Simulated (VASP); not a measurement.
# Zn15SnO16 (a cell with a defect) in VASP: single point with PBE

Aim: the single point of Zn15SnO16 (a cell with a defect) with PBE.

Program: VASP 6.6.1. These are calculated values, not measurements. Logs are shortened: lines on timing, memory, paths and dates and some standing lists are left out, and cuts for length are marked.

**1. The cell of the first run**

The cell holds a defect, 32 atoms: a = 6.499 Å, b = 6.499 Å, c = 10.411 Å, α = 90.00°, β = 90.00°, γ = 120.00°.

**2. Single point, PBE**

The input, INCAR:

```
SYSTEM = Zn15SnO16
ALGO = Normal
EDIFF = 1E-7
ENCUT = 520
GGA = PE
ISIF = 2
ISMEAR = -1
LASPH = .True.
LCHARG = .True.
LELF = .True.
LREAL = Auto
LVHAR = .True.
LWAVE = .False.
NBANDS = 167
NELM = 60
PREC = Accurate
SIGMA = 0.01
```

The input, KPOINTS:

```
k-points
0
Gamma
  3 3 2
  0 0 0
```

The input, POSCAR:

```
Zn15SnO16
1.0
    6.4986160000      0.0000000000      0.0000000000
   -3.2493080000      5.6279665454      0.0000000000
    0.0000000000      0.0000000000     10.4114180000
Sn Zn O
1 15 16
Direct
    0.1666666667      0.3333333333      0.2645345827
    0.1666666667      0.3333333333      0.7392353634
    0.1682418192      0.8341209096      0.2481393684
    0.1602921967      0.8301460984      0.7501195882
    0.6658790904      0.3317581808      0.2481393684
    0.6698539016      0.3397078033      0.7501195882
    0.6658790904      0.8341209096      0.2481393684
    0.6698539016      0.8301460984      0.7501195882
    0.3334301847      0.1665698153     -0.0127158375
    0.3389896729      0.1610103271      0.5076985216
    0.3334301847      0.6668603693     -0.0127158375
    0.3389896729      0.6779793459      0.5076985216
    0.8331396307      0.1665698153     -0.0127158375
    0.8220206541      0.1610103271      0.5076985216
    0.8333333333      0.6666666667      0.0027088919
    0.8333333333      0.6666666667      0.4947373964
    0.3393496424      0.1606503576      0.1781682259
    0.3371664549      0.1628335451      0.6966659855
    0.3393496424      0.6786992848      0.1781682259
    0.3371664549      0.6743329098      0.6966659855
    0.8213007152      0.1606503576      0.1781682259
    0.8256670902      0.1628335451      0.6966659855
    0.8333333333      0.6666666667      0.1926825235
    0.8333333333      0.6666666667      0.6842565920
    0.1666666667      0.3333333333      0.4857671770
    0.1666666667      0.3333333333      0.9328305826
    0.1695509577      0.8347754788      0.4380682900
    0.1609340749      0.8304670374      0.9389648214
    0.6652245212      0.3304490423      0.4380682900
    0.6695329626      0.3390659251      0.9389648214
    0.6652245212      0.8347754788      0.4380682900
    0.6695329626      0.8304670374      0.9389648214
```

Potentials or basis: VASP PAW PBE potentials, release 64 (Sn_d, Zn, O).

On the command line:

```bash
$ cat potpaw_PBE.64/Sn_d/POTCAR potpaw_PBE.64/Zn/POTCAR potpaw_PBE.64/O/POTCAR > POTCAR
$ mpirun -np 1 vasp_std > vasp.out
```

OUTCAR:

```text
SYSTEM = Zn15SnO16
   EDIFF = 1E-7
   ENCUT = 520
   GGA = PE
   ISIF = 2
   ISMEAR = -1
   LASPH = .True.
   LREAL = Auto
   NELM = 60
   PREC = Accurate

 ion  position               nearest neighbor table
   1  0.167  0.333  0.265-  17 2.14  19 2.14  21 2.14  25 2.30  10 3.19  12 3.19  14 3.19   3 3.25
                             5 3.25   7 3.25   7 3.25   3 3.25   5 3.25
   2  0.167  0.333  0.739-  18 1.97  20 1.97  22 1.97  26 2.02
   3  0.168  0.834  0.248-  23 1.97  27 1.98  17 1.98  19 1.98   1 3.25   1 3.25
   4  0.160  0.830  0.750-  18 1.95  20 1.95  24 1.96  28 1.97
   5  0.666  0.332  0.248-  23 1.97  29 1.98  17 1.98  21 1.98   1 3.25   1 3.25
   6  0.670  0.340  0.750-  18 1.95  22 1.95  24 1.96  30 1.97
   7  0.666  0.834  0.248-  23 1.97  31 1.98  21 1.98  19 1.98   1 3.25   1 3.25
   8  0.670  0.830  0.750-  22 1.95  20 1.95  24 1.96  32 1.97
   9  0.333  0.167  0.987-  28 1.96  30 1.96  26 1.96  17 1.99
  10  0.339  0.161  0.508-  25 1.95  18 1.97  27 1.97  29 1.97   1 3.19
  11  0.333  0.667  0.987-  28 1.96  32 1.96  26 1.96  19 1.99
  12  0.339  0.678  0.508-  25 1.95  20 1.97  27 1.97  31 1.97   1 3.19
  13  0.833  0.167  0.987-  32 1.96  30 1.96  26 1.96  21 1.99
  14  0.822  0.161  0.508-  25 1.95  22 1.97  29 1.97  31 1.97   1 3.19
  15  0.833  0.667  0.003-  32 1.96  30 1.96  28 1.96  23 1.98
  16  0.833  0.667  0.495-  24 1.97  31 1.98  29 1.98  27 1.98
  17  0.339  0.161  0.178-   3 1.98   5 1.98   9 1.99   1 2.14
  18  0.337  0.163  0.697-   4 1.95   6 1.95  10 1.97   2 1.97
  19  0.339  0.679  0.178-   7 1.98   3 1.98  11 1.99   1 2.14
  20  0.337  0.674  0.697-   8 1.95   4 1.95  12 1.97   2 1.97
[... 10 lines left out ...]
  31  0.665  0.835  0.438-  14 1.97  12 1.97   7 1.98  16 1.98
  32  0.670  0.830  0.939-  13 1.96  11 1.96  15 1.96   8 1.97

  LATTYP: Found a hexagonal cell.
 ALAT       =     6.4986160000
 C/A-ratio  =     1.6020977390

  Lattice vectors:

 A1 = (   6.4986160000,   0.0000000000,   0.0000000000)
 A2 = (  -3.2493080000,   5.6279665454,   0.0000000000)
 A3 = (   0.0000000000,   0.0000000000,  10.4114180000)

Analysis of symmetry for initial positions (statically):
=====================================================================
 Subroutine PRICEL returns:
 Original cell was already a primitive cell.

 Routine SETGRP: Setting up the symmetry group for a
 hexagonal supercell.

 Subroutine GETGRP returns: Found  6 space group operations
 (whereof  2 operations were pure point group operations)
 out of a pool of 24 trial point group operations.

The static configuration has the point symmetry C_1h.
 The point group associated with its full space group is C_3v.

Analysis of symmetry for dynamics (positions and initial velocities):
[... 161 lines left out ...]
   POTIM  = 0.5000    time-step for ionic-motion
   TEBEG  =    0.0;   TEEND  =   0.0 temperature during run
   PSTRESS=    0.0 pullay stress
   NELECT =     290.0000    total number of electrons
   NUPDOWN=      -1.0000    fix difference up-down
   EMIN   =  10.00;   EMAX   =-10.00  energy-range for DOS
   EFERMI =   0.00;   METHOD = LEGACY
   ISMEAR =    -1;   SIGMA  =   0.01  broadening in eV -4-tet -1-fermi 0-gaus
   EFERMI_NEDOS =   21; number of points for ismear=-14 and -15
   IALGO  =     38    algorithm
   IMIX   =      4    mixing-type and parameters
     AMIX     =   0.40;   BMIX     =  1.00
     AMIX_MAG =   1.60;   BMIX_MAG =  1.00
  volume/ion in A,a.u.               =      11.90        80.30
  Fermi-wavevector in a.u.,A,eV,Ry     =   1.495019  2.825176 30.410138  2.235082
  Thomas-Fermi vector in A             =   2.607218
   LORBIT       =      0    0 simple, 1 ext, 2 COOP (PROOUT), +10 PAW based schemes
   GGA     = PE    functional components
   LHFCALC =     F    Hartree Fock is set to
   AEXX    =    0.0000 exact exchange contribution
   IVDW    =     0    specifies the selected vdW correction
   LEPSILON=     F    determine dielectric tensor
   LRPA    =     F    only Hartree local field effects (RPA)
 non-spin polarized calculation
  energy-cutoff  :      520.00
  volume of cell :      380.79
 maximum number of plane-waves:     10266
   NGX = 25   NGY = 25   NGZ = 39

 number of electron     290.0000071 magnetization

 Free energy of the ion-electron system (eV)
  ---------------------------------------------------
  ext. energy  EPLUGINS =         0.00000000
  ---------------------------------------------------
  free energy    TOTEN  =      -143.36450765 eV

  energy without entropy =     -143.36450765  energy(sigma->0) =     -143.36450765

 E-fermi :   3.5428     XC(G=0): -11.0262

 val. band max:        3.3666766107   @ k =   0.3333   0.3333   0.0000
 cond. band min:       3.7118019075   @ k =   0.0000   0.0000   0.5000
 fundamental gap:      0.3451252968
 Fermi energy:         3.5427608864

 k-point     1 :       0.0000    0.0000    0.0000
  band No.  band energies     occupation
      1     -18.4803      2.00000
      2     -18.4803      2.00000
      3     -18.3313      2.00000
      4     -18.2265      2.00000
      5     -18.2265      2.00000
      6     -16.4635      2.00000
[... 949 lines left out ...]
    156       8.3864      0.00000
    157       8.5545      0.00000
 [bands above 157 left out]

------------------------ aborting loop because EDIFF is reached ----------------------------------------

  FORCE on cell =-STRESS in cart. coord.  units (eV):
  Direction    XX          YY          ZZ          XY          YZ          ZX
  --------------------------------------------------------------------------------------
  -------------------------------------------------------------------------------------
  Total       22.5001278     22.5001278     26.3930837     -0.0000000      0.0000000      0.0000000
  in kB       94.6702014     94.6702014    111.0499714     -0.0000000      0.0000000      0.0000000
  external PRESSURE =     100.1301247 kB  Pullay stress =       0.0000000 kB

 VOLUME and BASIS-vectors are now :
 -----------------------------------------------------------------------------
  energy-cutoff  :      520.00
  volume of cell :      380.79
      direct lattice vectors                 reciprocal lattice vectors
     6.498616000  0.000000000  0.000000000     0.153878918  0.088842035  0.000000000
    -3.249308000  5.627966545  0.000000000     0.000000000  0.177684070  0.000000000
     0.000000000  0.000000000 10.411418000     0.000000000  0.000000000  0.096048396

 POSITION                                       TOTAL-FORCE (eV/Angst)
 -----------------------------------------------------------------------------------
      0.00000      1.87599      2.75418         0.000000      0.000000      0.018794
      0.00000      1.87599      7.69649         0.000000      0.000000      0.024446
     -1.61698      4.69440      2.58348        -0.000986     -0.000569     -0.018769
     -1.65572      4.67203      7.80981         0.000399      0.000231      0.011168
      3.24931      1.86712      2.58348         0.000000      0.001139     -0.018769
      3.24931      1.91186      7.80981         0.000000     -0.000461      0.011168
[... 24 lines left out ...]
      1.61060      4.69809      4.56091         0.004020     -0.002321     -0.000668
      1.65259      4.67384      9.77596         0.002245     -0.001296      0.006353
 -----------------------------------------------------------------------------------
    total drift:                                0.000009      0.000004     -0.010101

  FREE ENERGIE OF THE ION-ELECTRON SYSTEM (eV)
  ---------------------------------------------------
  free  energy   TOTEN  =      -143.3645076503 eV

  energy  without entropy=     -143.3645076484  energy(sigma->0) =     -143.36450765
```

It took 32 min on 1 thread of Intel Xeon 8259CL, shared host; peak memory 0.6 GiB.

Results:

```yaml
Free_energy: -143.3645 eV
Pressure: 10.0 GPa
Largest_force: 0.027 eV/Å
Band_gap_on_the_k_mesh: 0.35 eV
```

Forces on the atoms (eV/Å):
```
Sn   0.000  0.000  0.019
Zn   0.000  0.000  0.024
Zn  -0.001 -0.001 -0.019
Zn   0.000  0.000  0.011
Zn   0.000  0.001 -0.019
Zn   0.000  0.000  0.011
Zn   0.001 -0.001 -0.019
Zn   0.000  0.000  0.011
Zn  -0.010  0.006  0.004
Zn   0.015 -0.008 -0.008
Zn   0.000 -0.012  0.004
Zn   0.000  0.017 -0.008
Zn   0.010  0.006  0.004
Zn  -0.015 -0.008 -0.008
Zn   0.000  0.000  0.001
Zn   0.000  0.000 -0.001
O   -0.024  0.014  0.002
O    0.006 -0.003 -0.006
O    0.000 -0.027  0.002
O    0.000  0.007 -0.006
O    0.024  0.014  0.002
O   -0.006 -0.003 -0.006
O    0.000  0.000  0.025
O    0.000  0.000 -0.012
O    0.000  0.000 -0.023
O    0.000  0.000 -0.003
O   -0.004 -0.002 -0.001
O   -0.002 -0.001  0.006
O    0.000  0.005 -0.001
O    0.000  0.003  0.006
O    0.004 -0.002 -0.001
O    0.002 -0.001  0.006
```

Caveat: semilocal functionals underestimate gaps, and a narrow one can read as zero; spin-orbit coupling is left out, which moves the levels of the heavy elements.
